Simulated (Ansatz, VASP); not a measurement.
**Two plane-wave programs on Ti3O4**

INCAR

```
PREC     = Accurate       # precision mode
ENCUT    = 520            # plane-wave cutoff, eV
EDIFF    = 1E-6           # SCF threshold, eV
ISMEAR   = 0              # smearing method
SIGMA    = 0.15           # smearing width, eV
LREAL    = F              # projectors in reciprocal space
LASPH    = T              # aspherical terms in the spheres
NELM     = 100            # most SCF steps
ALGO     = Normal         # electronic algorithm
ISIF     = 2              # what is computed and relaxed
LWAVE    = F              # write WAVECAR
LCHARG   = F              # write CHGCAR
GGA      = PS             # functional
NBANDS   = 39             # bands
```

KPOINTS

```
regular mesh
0
Gamma
  8 8 14
```

Contents of POSCAR:

```
Ti3O4
1.0
    2.9128162286     -4.0303540220      0.0000000000
    2.9128162286      4.0303540220      0.0000000000
    0.0000000000      0.0000000000      2.9690273773
Ti O
3 4
Direct
    0.0000000000      0.0000000000      0.5000000000
    0.5000000000      0.0000000000      0.0000000000
    0.0000000000      0.5000000000      0.0000000000
    0.7627833111      0.7627833111      0.0000000000
    0.2588765548      0.7411234452      0.5000000000
    0.2372166889      0.2372166889      0.0000000000
    0.7411234452      0.2588765548      0.5000000000
```

Input for Ansatz:

```yaml
crystal:
  lattice:
    - [2.9128162286, -4.030354022, 0.0]
    - [2.9128162286, 4.030354022, 0.0]
    - [0.0, 0.0, 2.9690273773]
  atoms:
    - { symbol: Ti, position: [0.0, 0.0, 0.5] }
    - { symbol: Ti, position: [0.5, 0.0, 0.0] }
    - { symbol: Ti, position: [0.0, 0.5, 0.0] }
    - { symbol: O, position: [0.7627833111, 0.7627833111, 0.0] }
    - { symbol: O, position: [0.2588765548, 0.7411234452, 0.5] }
    - { symbol: O, position: [0.2372166889, 0.2372166889, 0.0] }
    - { symbol: O, position: [0.7411234452, 0.2588765548, 0.5] }
basis:
  ecutwfc: 420
kpoints:
  mp_grid: { grid: [8, 8, 14] }
hamiltonian:
  xc: pbesol
scf:
  occupations: { method: gaussian, width: 0.15 }
output:
  forces: true
  stress: true
  eigenvalues: true
```

Alike in both runs: task single point; functional PBEsol; k mesh 8 × 8 × 14; occupations gaussian, width 0.15 eV; no spin polarisation.

|  | VASP | Ansatz |
| --- | --- | --- |
| version | VASP 6.6.1 | Ansatz 0.2.0 |
| potentials or method | VASP PAW PBE potentials, release 64 (Ti_sv, O), cutoff 520 eV | scalar-relativistic, plane waves, PAW |
| valence electrons in the cell | 60 | 60 |

Ansatz gave:

```
gap on the k mesh at the Fermi level (eV)                     : none
pressure (GPa)                                                : 0.0
traceless stress, the component that is largest in VASP (GPa) : 0.40
rms of the force components (eV/Å)                            : 0.007
```

Task: What did VASP give for the same quantities?

Result: gap on the k mesh at the Fermi level (eV): none; pressure (GPa): 0.8; traceless stress, the component that is largest in VASP (GPa): 0.42; rms of the force components (eV/Å): 0.008.

VASP's potentials were made for PBE, not for PBEsol. Atom by atom the forces differ by 0.011 eV/Å (rms over components). A gap of «none» marks a metal or a gap that the smearing closes.
